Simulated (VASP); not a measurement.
# Sr (Im-3m) in VASP: single point with PBE

Aim: the single point of Sr with PBE.

All numbers are computed with VASP 6.6.1; they aren't measurements. Logs are shortened: lines on timing, memory, paths and dates and some standing lists are left out, and cuts for length are marked.

## Step 1: The cell of the first run

Symmetry: Im-3m, No. 229, cubic system. The conventional cell has a = 4.804 Å, b = 4.804 Å, c = 4.804 Å, α = 90.00°, β = 90.00°, γ = 90.00°. Within 5.5 Å of Sr (site symmetry m-3m) lie 14 Sr at 4.16 to 4.80 Å.

## Step 2: Single point, PBE, collinear spin, ferromagnetic start

INCAR

```
PREC = Accurate
ENCUT = 520
EDIFF = 1E-6
ISMEAR = -1
SIGMA = 0.05
LREAL = F
LASPH = T
NELM = 150
ALGO = Normal
ISIF = 2
LWAVE = F
LCHARG = F
ISPIN = 2
MAGMOM = 0.2
LORBIT = 11
GGA = PE
NBANDS = 15
```

KPOINTS

```
regular mesh
0
Gamma
  10 10 10
```

POSCAR

```
Sr
1.0
   -2.4022136893      2.4022136893      2.4022136893
    2.4022136893     -2.4022136893      2.4022136893
    2.4022136893      2.4022136893     -2.4022136893
Sr
1
Direct
    0.0000000000      0.0000000000      0.0000000000
```

Potentials or basis: VASP PAW PBE potentials, release 64 (Sr_sv).

The run is started by

```console
> cat potpaw_PBE.64/Sr_sv/POTCAR > POTCAR
> mpirun -np 1 vasp_std > vasp.out
```

OUTCAR:

```text
PREC = Accurate
   ENCUT = 520
   EDIFF = 1E-6
   ISMEAR = -1
   LREAL = F
   LASPH = T
   NELM = 150
   ISIF = 2
   ISPIN = 2
   LORBIT = 11
   GGA = PE

 ion  position               nearest neighbor table
   1  0.000  0.000  0.000-

  LATTYP: Found a body centered cubic cell.
 ALAT       =     4.8044273786

  Lattice vectors:

 A1 = (  -2.4022136893,   2.4022136893,   2.4022136893)
 A2 = (   2.4022136893,  -2.4022136893,   2.4022136893)
 A3 = (   2.4022136893,   2.4022136893,  -2.4022136893)

Analysis of symmetry for initial positions (statically):
=====================================================================
 Subroutine PRICEL returns:
 Original cell was already a primitive cell.

 Routine SETGRP: Setting up the symmetry group for a
 body centered cubic supercell.

 Subroutine GETGRP returns: Found 48 space group operations
 (whereof 48 operations were pure point group operations)
 out of a pool of 48 trial point group operations.

The static configuration has the point symmetry O_h .

Analysis of symmetry for dynamics (positions and initial velocities):
=====================================================================
 Subroutine PRICEL returns:
 Original cell was already a primitive cell.

 Routine SETGRP: Setting up the symmetry group for a
 body centered cubic supercell.

 Subroutine GETGRP returns: Found 48 space group operations
 (whereof 48 operations were pure point group operations)
 out of a pool of 48 trial point group operations.

The dynamic configuration has the point symmetry O_h .

Analysis of structural, dynamic, and magnetic symmetry:
=====================================================================
 Subroutine PRICEL returns:
 Original cell was already a primitive cell.

 Routine SETGRP: Setting up the symmetry group for a
 body centered cubic supercell.

 Subroutine GETGRP returns: Found 48 space group operations
 (whereof 48 operations were pure point group operations)
 out of a pool of 48 trial point group operations.

The overall configuration has the point symmetry O_h .

 Subroutine INISYM returns: Found 48 space group operations
 (whereof 48 operations are pure point group operations),
 and found     1 'primitive' translations

----------------------------------------------------------------------------------------

                                     Primitive cell

  volume of cell :      55.4492

  direct lattice vectors                    reciprocal lattice vectors
    -2.402213689  2.402213689  2.402213689     0.000000000  0.208141350  0.208141350
     2.402213689 -2.402213689  2.402213689     0.208141350  0.000000000  0.208141350
     2.402213689  2.402213689 -2.402213689     0.208141350  0.208141350  0.000000000

  length of vectors
     4.160756161  4.160756161  4.160756161     0.294356320  0.294356320  0.294356320

  position of ions in fractional coordinates (direct lattice)
     0.000000000  0.000000000  0.000000000

  ion indices of the primitive-cell ions
   primitive index   ion index
                 1           1

----------------------------------------------------------------------------------------

 KPOINTS: regular mesh

Automatic generation of k-mesh.
 Grid dimensions read from file:
 generate k-points for:   10   10   10

 Generating k-lattice:

  Cartesian coordinates                     Fractional coordinates (reciprocal lattice)
     0.000000000  0.020814135  0.020814135     0.100000000  0.000000000  0.000000000
     0.020814135  0.000000000  0.020814135     0.000000000  0.100000000  0.000000000
     0.020814135  0.020814135  0.000000000     0.000000000  0.000000000  0.100000000

  Length of vectors
     0.029435632  0.029435632  0.029435632

  Shift w.r.t. Gamma in fractional coordinates (k-lattice)
     0.000000000  0.000000000  0.000000000

 Subroutine IBZKPT returns following result:
 ===========================================

 Found     47 irreducible k-points:

 Following reciprocal coordinates:
            Coordinates               Weight
  0.000000  0.000000  0.000000      1.000000
  0.100000  0.000000  0.000000     12.000000
  0.200000  0.000000  0.000000     12.000000
  0.300000  0.000000  0.000000     12.000000
  0.400000  0.000000  0.000000     12.000000
  0.500000  0.000000  0.000000      6.000000
[... 16 lines left out ...]
  0.300000  0.300000  0.100000      8.000000
 -0.300000  0.300000  0.100000     24.000000
 [... further k-points ...]
   k-points           NKPTS =     47   k-points in BZ     NKDIM =     47   number of bands    NBANDS=     15
   number of dos      NEDOS =    301   number of ions     NIONS =      1
   total plane-waves  NPLWV =  32768
   dimension x,y,z NGX =    32 NGY =   32 NGZ =   32
   dimension x,y,z NGXF=    64 NGYF=   64 NGZF=   64
   ions per type =               1
   NGX,Y,Z   is equivalent  to a cutoff of  12.79, 12.79, 12.79 a.u.
   NGXF,Y,Z  is equivalent  to a cutoff of  25.57, 25.57, 25.57 a.u.
 SYSTEM =  unknown system
   PREC   = accura    normal or accurate (medium, high low for compatibility)
   ISTART =      0    job   : 0-new  1-cont  2-samecut
   ICHARG =      2    charge: 1-file 2-atom 10-const
   ISPIN  =      2    spin polarized calculation?
   LNONCOLLINEAR =      F non collinear calculations
   LSORBIT =      F    spin-orbit coupling
   LASPH  =      T    aspherical Exc in radial PAW
   ENCUT  =  520.0 eV  38.22 Ry    6.18 a.u.   7.74  7.74  7.74*2*pi/ulx,y,z
   NELM   =    150;   NELMIN=  2; NELMDL= -5     # of ELM steps
   EDIFF  = 0.1E-05   stopping-criterion for ELM
   LREAL  =      F    real-space projection
   EDIFFG = 0.1E-04   stopping-criterion for IOM
   NSW    =      0    number of steps for IOM
   IBRION =     -1    ionic relax: 0-MD 1-quasi-New 2-CG
   NFREE  =      0    steps in history (QN), initial steepest desc. (CG)
   ISIF   =      2    stress and relaxation
   ISYM   =      2    0-nonsym 1-usesym 2-fastsym
   POTIM  = 0.5000    time-step for ionic-motion
   TEBEG  =    0.0;   TEEND  =   0.0 temperature during run
   PSTRESS=    0.0 pullay stress
   NELECT =      10.0000    total number of electrons
   NUPDOWN=      -1.0000    fix difference up-down
   EMIN   =  10.00;   EMAX   =-10.00  energy-range for DOS
   EFERMI =   0.00;   METHOD = LEGACY
   ISMEAR =    -1;   SIGMA  =   0.05  broadening in eV -4-tet -1-fermi 0-gaus
   EFERMI_NEDOS =   21; number of points for ismear=-14 and -15
   IALGO  =     38    algorithm
   IMIX   =      4    mixing-type and parameters
     AMIX     =   0.40;   BMIX     =  1.00
     AMIX_MAG =   1.60;   BMIX_MAG =  1.00
  volume/ion in A,a.u.               =      55.45       374.19
  Fermi-wavevector in a.u.,A,eV,Ry     =   0.924932  1.747868 11.639776  0.855499
  Thomas-Fermi vector in A             =   2.050732
   LORBIT       =     11    0 simple, 1 ext, 2 COOP (PROOUT), +10 PAW based schemes
   GGA     = PE    functional components
   LHFCALC =     F    Hartree Fock is set to
   AEXX    =    0.0000 exact exchange contribution
   IVDW    =     0    specifies the selected vdW correction
   LEPSILON=     F    determine dielectric tensor
   LRPA    =     F    only Hartree local field effects (RPA)
 spin polarized calculation
  energy-cutoff  :      520.00
  volume of cell :       55.45
 maximum number of plane-waves:      1508
   NGX = 15   NGY = 15   NGZ = 15

 number of electron      10.0000000 magnetization       0.0005379

 number of electron      10.0000000 magnetization      -0.0000561

 Free energy of the ion-electron system (eV)
  ---------------------------------------------------
  ext. energy  EPLUGINS =         0.00000000
  ---------------------------------------------------
  free energy    TOTEN  =        -1.63643616 eV

  energy without entropy =       -1.62675481  energy(sigma->0) =       -1.63159548

 E-fermi :   1.5741     XC(G=0):  -7.3231

 val. band max:        1.5318405144   @ k =   0.5000   0.5000   0.3000
 cond. band min:       1.6294471631   @ k =   0.5000   0.5000   0.2000
 fundamental gap:      0.0976066487
 Fermi energy:         1.5741103362

 spin component 1

 k-point     1 :       0.0000    0.0000    0.0000
  band No.  band energies     occupation
      1     -35.0739      1.00000
      2     -16.9615      1.00000
      3     -16.9615      1.00000
      4     -16.9614      1.00000
      5      -2.0703      1.00000
      6       3.9234      0.00000
      7       3.9234      0.00000
      8       3.9234      0.00000
      9       5.2331      0.00000
     10       5.2331      0.00000
     11       9.6013      0.00000
     12       9.6013      0.00000
     13       9.6013      0.00000
     14      13.8495      0.00000
     15      13.8495      0.00000
[... 397 lines left out ...]
 k-point    24 :      -0.3000    0.3000    0.1000
  band No.  band energies     occupation
      1     -35.0631      1.00000
      2     -17.0858      1.00000
      3     -17.0104      1.00000
      4     -16.9760      1.00000
      5      -0.5511      1.00000
      6       2.6870      0.00000
      7       3.2220      0.00000
      8       4.4534      0.00000
      9       5.2745      0.00000
     10       5.6411      0.00000
     11       8.3280      0.00000
     12       9.6314      0.00000
     13      10.8369      0.00000
     14      12.0804      0.00000
     15      12.6073      0.00000

 [... further k-points ...]

 spin component 2

 k-point     1 :       0.0000    0.0000    0.0000
  band No.  band energies     occupation
      1     -35.0741      1.00000
      2     -16.9615      1.00000
      3     -16.9615      1.00000
      4     -16.9615      1.00000
      5      -2.0703      1.00000
      6       3.9234      0.00000
      7       3.9234      0.00000
      8       3.9234      0.00000
      9       5.2331      0.00000
     10       5.2331      0.00000
     11       9.6012      0.00000
     12       9.6012      0.00000
     13       9.6012      0.00000
     14      13.8497      0.00000
     15      13.8497      0.00000
[... 397 lines left out ...]
 k-point    24 :      -0.3000    0.3000    0.1000
  band No.  band energies     occupation
      1     -35.0633      1.00000
      2     -17.0859      1.00000
      3     -17.0105      1.00000
      4     -16.9761      1.00000
      5      -0.5511      1.00000
      6       2.6870      0.00000
      7       3.2220      0.00000
      8       4.4534      0.00000
      9       5.2744      0.00000
     10       5.6411      0.00000
     11       8.3280      0.00000
     12       9.6313      0.00000
     13      10.8369      0.00000
     14      12.0804      0.00000
     15      12.6073      0.00000

 [... further k-points ...]
[... 5 lines left out ...]
  --------------------------------------------------------------------------------------
  -------------------------------------------------------------------------------------
  Total       -0.1087574     -0.1087574     -0.1087574     -0.0000000      0.0000000     -0.0000000
  in kB       -3.1424931     -3.1424931     -3.1424931     -0.0000000      0.0000000     -0.0000000
  external PRESSURE =      -3.1424931 kB  Pullay stress =       0.0000000 kB

 VOLUME and BASIS-vectors are now :
 -----------------------------------------------------------------------------
  energy-cutoff  :      520.00
  volume of cell :       55.45
      direct lattice vectors                 reciprocal lattice vectors
    -2.402213689  2.402213689  2.402213689     0.000000000  0.208141350  0.208141350
     2.402213689 -2.402213689  2.402213689     0.208141350  0.000000000  0.208141350
     2.402213689  2.402213689 -2.402213689     0.208141350  0.208141350  0.000000000

 POSITION                                       TOTAL-FORCE (eV/Angst)
 -----------------------------------------------------------------------------------
      0.00000      0.00000      0.00000        -0.000000      0.000000      0.000000
 -----------------------------------------------------------------------------------
    total drift:                                0.000000      0.000000     -0.000000

  FREE ENERGIE OF THE ION-ELECTRON SYSTEM (eV)
  ---------------------------------------------------
  free  energy   TOTEN  =        -1.6364361556 eV

  energy  without entropy=       -1.6267548127  energy(sigma->0) =       -1.63159548

 total charge

# of ion       s       p       d       tot
------------------------------------------
    1        2.063   5.711   0.136   7.910

 magnetization (x)

# of ion       s       p       d       tot
------------------------------------------
    1       -0.000   0.000   0.000   0.000
```

It took 92 s on 1 thread of AMD EPYC, shared host; peak memory 0.2 GiB.

Results:

| Quantity | Value |
| --- | --- |
| Free energy | -1.6364 eV |
| Pressure | -0.3 GPa |
| Band gap on the k mesh | zero (filled and empty bands overlap) |
| Net moment | 0.00 μB per cell |
| Valence electrons inside the program's atomic spheres | Sr 7.91 |
